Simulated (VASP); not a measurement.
# Ag (Fm-3m) in VASP: further runs

Runs on Ag. Level: PBE. Tasks: single point.

Program: VASP 6.6.1. These are calculated values, not measurements. Logs are shortened: lines on timing, memory, paths and dates and some standing lists are left out, and cuts for length are marked.

### 1 The cell of the first run

The structure is cubic, space group Fm-3m (No. 225). Conventional cell: a = 3.915 Å, b = 3.915 Å, c = 3.915 Å, α = 90.00°, β = 90.00°, γ = 90.00°. Ag (site symmetry m-3m) has 12 Ag at 2.77 Å within 3.6 Å.

### 2 Single point, PBE

The input, INCAR:

```
ALGO = Normal
EDIFF = 1E-7
ENCUT = 520
GGA = PE
ISIF = 2
ISMEAR = 1
LASPH = True
LCHARG = False
LREAL = False
LWAVE = False
NBANDS = 12
NELM = 100
PREC = Accurate
SIGMA = 0.1
```

The input, KPOINTS:

```
k-points
0
Gamma
  12 12 12
```

The input, POSCAR:

```
Ag
1.0
    0.0000000000      1.9575345826      1.9575345826
    1.9575345826      0.0000000000      1.9575345826
    1.9575345826      1.9575345826      0.0000000000
Ag
1
Direct
    0.0000000000      0.0000000000      0.0000000000
```

Potentials or basis: VASP PAW PBE potentials, release 64 (Ag).

On the command line:

```
$ cat potpaw_PBE.64/Ag/POTCAR > POTCAR
$ mpirun -np 1 vasp_std > vasp.out
```

OUTCAR:

```text
EDIFF = 1E-7
   ENCUT = 520
   GGA = PE
   ISIF = 2
   ISMEAR = 1
   LASPH = True
   LREAL = False
   NELM = 100
   PREC = Accurate

 ion  position               nearest neighbor table
   1  0.000  0.000  0.000-

  LATTYP: Found a face centered cubic cell.
 ALAT       =     3.9150691652

  Lattice vectors:

 A1 = (   0.0000000000,   1.9575345826,   1.9575345826)
 A2 = (   1.9575345826,   0.0000000000,   1.9575345826)
 A3 = (   1.9575345826,   1.9575345826,   0.0000000000)

Analysis of symmetry for initial positions (statically):
=====================================================================
 Subroutine PRICEL returns:
 Original cell was already a primitive cell.

 Routine SETGRP: Setting up the symmetry group for a
 face centered cubic supercell.

 Subroutine GETGRP returns: Found 48 space group operations
 (whereof 48 operations were pure point group operations)
 out of a pool of 48 trial point group operations.

The static configuration has the point symmetry O_h .

Analysis of symmetry for dynamics (positions and initial velocities):
=====================================================================
 Subroutine PRICEL returns:
 Original cell was already a primitive cell.

 Routine SETGRP: Setting up the symmetry group for a
 face centered cubic supercell.

 Subroutine GETGRP returns: Found 48 space group operations
 (whereof 48 operations were pure point group operations)
 out of a pool of 48 trial point group operations.

The dynamic configuration has the point symmetry O_h .

 Subroutine INISYM returns: Found 48 space group operations
 (whereof 48 operations are pure point group operations),
 and found     1 'primitive' translations

----------------------------------------------------------------------------------------

                                     Primitive cell

  volume of cell :      15.0023

  direct lattice vectors                    reciprocal lattice vectors
     0.000000000  1.957534583  1.957534583    -0.255423329  0.255423329  0.255423329
     1.957534583  0.000000000  1.957534583     0.255423329 -0.255423329  0.255423329
     1.957534583  1.957534583  0.000000000     0.255423329  0.255423329 -0.255423329

  length of vectors
     2.768371956  2.768371956  2.768371956     0.442406184  0.442406184  0.442406184

  position of ions in fractional coordinates (direct lattice)
     0.000000000  0.000000000  0.000000000

  ion indices of the primitive-cell ions
   primitive index   ion index
                 1           1

----------------------------------------------------------------------------------------

 KPOINTS: k-points

Automatic generation of k-mesh.
 Grid dimensions read from file:
 generate k-points for:   12   12   12

 Generating k-lattice:

  Cartesian coordinates                     Fractional coordinates (reciprocal lattice)
    -0.021285277  0.021285277  0.021285277     0.083333333  0.000000000  0.000000000
     0.021285277 -0.021285277  0.021285277     0.000000000  0.083333333  0.000000000
     0.021285277  0.021285277 -0.021285277     0.000000000  0.000000000  0.083333333

  Length of vectors
     0.036867182  0.036867182  0.036867182

  Shift w.r.t. Gamma in fractional coordinates (k-lattice)
     0.000000000  0.000000000  0.000000000

 Subroutine IBZKPT returns following result:
 ===========================================

 Found     72 irreducible k-points:

 Following reciprocal coordinates:
            Coordinates               Weight
  0.000000  0.000000  0.000000      1.000000
  0.083333  0.000000  0.000000      8.000000
  0.166667  0.000000  0.000000      8.000000
  0.250000  0.000000  0.000000      8.000000
  0.333333  0.000000  0.000000      8.000000
  0.416667  0.000000  0.000000      8.000000
[... 16 lines left out ...]
  0.500000  0.166667  0.000000     24.000000
 -0.416667  0.166667  0.000000     24.000000
 [... further k-points ...]
   k-points           NKPTS =     72   k-points in BZ     NKDIM =     72   number of bands    NBANDS=     12
   number of dos      NEDOS =    301   number of ions     NIONS =      1
   total plane-waves  NPLWV =  13824
   dimension x,y,z NGX =    24 NGY =   24 NGZ =   24
   dimension x,y,z NGXF=    48 NGYF=   48 NGZF=   48
   ions per type =               1
   NGX,Y,Z   is equivalent  to a cutoff of  14.41, 14.41, 14.41 a.u.
   NGXF,Y,Z  is equivalent  to a cutoff of  28.82, 28.82, 28.82 a.u.
 SYSTEM =  unknown system
   PREC   = accura    normal or accurate (medium, high low for compatibility)
   ISTART =      0    job   : 0-new  1-cont  2-samecut
   ICHARG =      2    charge: 1-file 2-atom 10-const
   ISPIN  =      1    spin polarized calculation?
   LNONCOLLINEAR =      F non collinear calculations
   LSORBIT =      F    spin-orbit coupling
   LASPH  =      T    aspherical Exc in radial PAW
   ENCUT  =  520.0 eV  38.22 Ry    6.18 a.u.   5.15  5.15  5.15*2*pi/ulx,y,z
   NELM   =    100;   NELMIN=  2; NELMDL= -5     # of ELM steps
   EDIFF  = 0.1E-06   stopping-criterion for ELM
   LREAL  =      F    real-space projection
   EDIFFG = 0.1E-05   stopping-criterion for IOM
   NSW    =      0    number of steps for IOM
   IBRION =     -1    ionic relax: 0-MD 1-quasi-New 2-CG
   NFREE  =      0    steps in history (QN), initial steepest desc. (CG)
   ISIF   =      2    stress and relaxation
   ISYM   =      2    0-nonsym 1-usesym 2-fastsym
   POTIM  = 0.5000    time-step for ionic-motion
   TEBEG  =    0.0;   TEEND  =   0.0 temperature during run
   PSTRESS=    0.0 pullay stress
   NELECT =      11.0000    total number of electrons
   NUPDOWN=      -1.0000    fix difference up-down
   EMIN   =  10.00;   EMAX   =-10.00  energy-range for DOS
   EFERMI =   0.00;   METHOD = LEGACY
   ISMEAR =     1;   SIGMA  =   0.10  broadening in eV -4-tet -1-fermi 0-gaus
   EFERMI_NEDOS =   21; number of points for ismear=-14 and -15
   IALGO  =     38    algorithm
   IMIX   =      4    mixing-type and parameters
     AMIX     =   0.40;   BMIX     =  1.00
     AMIX_MAG =   1.60;   BMIX_MAG =  1.00
  volume/ion in A,a.u.               =      15.00       101.24
  Fermi-wavevector in a.u.,A,eV,Ry     =   1.476226  2.789663 29.650418  2.179244
  Thomas-Fermi vector in A             =   2.590779
   LORBIT       =      0    0 simple, 1 ext, 2 COOP (PROOUT), +10 PAW based schemes
   GGA     = PE    functional components
   LHFCALC =     F    Hartree Fock is set to
   AEXX    =    0.0000 exact exchange contribution
   IVDW    =     0    specifies the selected vdW correction
   LEPSILON=     F    determine dielectric tensor
   LRPA    =     F    only Hartree local field effects (RPA)
 non-spin polarized calculation
 Methfessel and Paxton  Order N= 1 SIGMA  =   0.10
  energy-cutoff  :      520.00
  volume of cell :       15.00
 maximum number of plane-waves:       419
 NGX is ok and might be reduce to    24
   NGX = 11   NGY = 11   NGZ = 11

 number of electron      10.9999998 magnetization

 Free energy of the ion-electron system (eV)
  ---------------------------------------------------
  ext. energy  EPLUGINS =         0.00000000
  ---------------------------------------------------
  free energy    TOTEN  =        -2.52466295 eV

  energy without entropy =       -2.52462463  energy(sigma->0) =       -2.52465018

 E-fermi :  10.2667     XC(G=0): -12.9932

 val. band max:       10.2635086733   @ k =   0.5000   0.3333   0.1667
 cond. band min:      10.2985932506   @ k =   0.4167   0.4167   0.0000
 fundamental gap:      0.0350845773
 Fermi energy:        10.2667416692

 k-point     1 :       0.0000    0.0000    0.0000
  band No.  band energies     occupation
      1       1.5826      2.00000
      2       5.0184      2.00000
      3       5.0184      2.00000
      4       5.0184      2.00000
      5       6.3146      2.00000
      6       6.3146      2.00000
      7      26.5815      0.00000
      8      30.9259      0.00000
      9      30.9259      0.00000
     10      30.9259      0.00000
     11      36.0862      0.00000
     12      38.2085      0.00000

 k-point     2 :       0.0833    0.0000    0.0000
  band No.  band energies     occupation
      1       1.8218      2.00000
      2       4.9559      2.00000
      3       5.0899      2.00000
      4       5.0899      2.00000
      5       6.2863      2.00000
      6       6.2863      2.00000
      7      26.7031      0.00000
      8      29.3051      0.00000
      9      31.1132      0.00000
     10      31.1132      0.00000
     11      36.2687      0.00000
     12      37.7479      0.00000

 k-point     3 :       0.1667    0.0000    0.0000
  band No.  band energies     occupation
      1       2.4612      2.00000
      2       4.8738      2.00000
      3       5.2338      2.00000
      4       5.2338      2.00000
      5       6.2744      2.00000
      6       6.2744      2.00000
      7      25.6266      0.00000
      8      27.7100      0.00000
      9      31.5433      0.00000
     10      31.5433      0.00000
     11      34.7837      0.00000
     12      36.4102      0.00000
[... 286 lines left out ...]
 k-point    23 :       0.5000    0.1667    0.0000
  band No.  band energies     occupation
      1       3.5356      2.00000
      2       4.6729      2.00000
      3       5.4912      2.00000
      4       5.7792      2.00000
      5       7.3412      2.00000
      6      10.9870     -0.00000
      7      15.7497      0.00000
      8      24.7884      0.00000
      9      26.9950      0.00000
     10      27.7871      0.00000
     11      36.9098      0.00000
     12      37.1325      0.00000

 k-point    24 :      -0.4167    0.1667    0.0000
  band No.  band energies     occupation
      1       3.5818      2.00000
      2       4.6713      2.00000
      3       5.4342      2.00000
      4       5.9564      2.00000
      5       7.1316      2.00000
      6      11.5732     -0.00000
      7      15.1481      0.00000
      8      24.0618      0.00000
      9      27.5554      0.00000
     10      28.0188      0.00000
     11      36.3618      0.00000
     12      36.7083      0.00000

 [... further k-points ...]
[... 5 lines left out ...]
  --------------------------------------------------------------------------------------
  -------------------------------------------------------------------------------------
  Total        2.3887836      2.3887836      2.3887836      0.0000000      0.0000000     -0.0000000
  in kB      255.1109267    255.1109267    255.1109267      0.0000000      0.0000000     -0.0000000
  external PRESSURE =     255.1109267 kB  Pullay stress =       0.0000000 kB

 VOLUME and BASIS-vectors are now :
 -----------------------------------------------------------------------------
  energy-cutoff  :      520.00
  volume of cell :       15.00
      direct lattice vectors                 reciprocal lattice vectors
     0.000000000  1.957534583  1.957534583    -0.255423329  0.255423329  0.255423329
     1.957534583  0.000000000  1.957534583     0.255423329 -0.255423329  0.255423329
     1.957534583  1.957534583  0.000000000     0.255423329  0.255423329 -0.255423329

 POSITION                                       TOTAL-FORCE (eV/Angst)
 -----------------------------------------------------------------------------------
      0.00000      0.00000      0.00000         0.000000      0.000000      0.000000
 -----------------------------------------------------------------------------------
    total drift:                               -0.000000      0.000000      0.000000

  FREE ENERGIE OF THE ION-ELECTRON SYSTEM (eV)
  ---------------------------------------------------
  free  energy   TOTEN  =        -2.5246629503 eV

  energy  without entropy=       -2.5246246284  energy(sigma->0) =       -2.52465018
```

Run time: 10 s. Hardware: 1 thread of Intel Xeon 8259CL, shared host; peak memory 0.15 GiB.

Results:

| Property | Result |
| --- | --- |
| Free energy | -2.5247 eV |
| Pressure | 25.5 GPa |

### 3 Single point, PBE

This run uses another cell than the first one, of 15.68 Å³/atom, 1.045 times its volume.

The input, INCAR:

```
SYSTEM = Ag
PREC = Accurate
ENCUT = 520
EDIFF = 1E-7
ISMEAR = 1
SIGMA = 0.1
LREAL = .FALSE.
LASPH = .TRUE.
NELM = 60
ALGO = Normal
ISIF = 2
LWAVE = .FALSE.
LCHARG = .FALSE.
GGA = PE
NBANDS = 12
```

The input, KPOINTS:

```
regular mesh
0
G
  12 12 12
  0 0 0
```

The input, POSCAR:

```
Ag
1.0
    0.0000000000      1.9867558248      1.9867558248
    1.9867558248      0.0000000000      1.9867558248
    1.9867558248      1.9867558248      0.0000000000
Ag
1
Direct
    0.0000000000      0.0000000000      0.0000000000
```

Potentials or basis: VASP PAW PBE potentials, release 64 (Ag).

On the command line:

```
$ cat potpaw_PBE.64/Ag/POTCAR > POTCAR
$ mpirun -np 1 vasp_std > vasp.out
```

Wall time 11 s (1 thread of Intel Xeon 8259CL, shared host); peak memory 0.15 GiB.

Results (log left out):

```
Free energy : -2.6141 eV
Pressure    : 16.7 GPa
```

Levels at points of the mesh, in eV from the Fermi level:
```
           k point  band 3  band 4  band 5  band 6  band 7  band 8  band 9  band 10
(0.00, 0.00, 0.00)   -5.04   -5.04   -3.85   -3.85   16.27   20.34   20.34    20.34
(0.50, 0.00, 0.00)   -5.07   -2.93   -2.93   -0.55    4.18   15.51   18.83    18.83
(0.50, 0.50, 0.00)   -2.96   -2.69   -2.69    1.61    7.51   11.18   11.18    18.31
```

### 4 Single point, PBE

This run uses another cell than the first one, of 16.37 Å³/atom, 1.091 times its volume.

The input, INCAR:

```
  PREC = Accurate
  ENCUT = 520
  EDIFF = 1E-6
  ISMEAR = 1
  SIGMA = 0.1
  LREAL = False
  LASPH = True
  NELM = 60
  ALGO = Normal
  ISIF = 2
  LWAVE = False
  LCHARG = False
  GGA = PE
  NBANDS = 12
```

The input, KPOINTS:

```
Automatic mesh
0
Gamma
  12 12 12
```

The input, POSCAR:

```
Ag
1.0
    0.0000000000      2.0151418859      2.0151418859
    2.0151418859      0.0000000000      2.0151418859
    2.0151418859      2.0151418859      0.0000000000
Ag
1
Direct
    0.0000000000      0.0000000000      0.0000000000
```

On the command line:

```
$ cat potpaw_PBE.64/Ag/POTCAR > POTCAR
$ mpirun -np 1 vasp_std > vasp.out
```

Wall time 14 s (1 thread of Intel Xeon 8259CL, shared host); peak memory 0.15 GiB.

The run converged. Its results:

```
Free energy : -2.6706 eV
Pressure    : 9.9 GPa
```

Levels at points of the mesh, in eV from the Fermi level:
```tsv
k point	band 4	band 5	band 6	band 7	band 8	band 9
(0.00, 0.00, 0.00)	-4.90	-3.79	-3.79	16.16	19.99	19.99
(0.50, 0.00, 0.00)	-2.94	-2.94	-0.46	3.90	15.40	18.36
(0.50, 0.50, 0.00)	-2.71	-2.71	1.62	7.13	10.93	10.93
```

(Continued in part 2 of 2.)
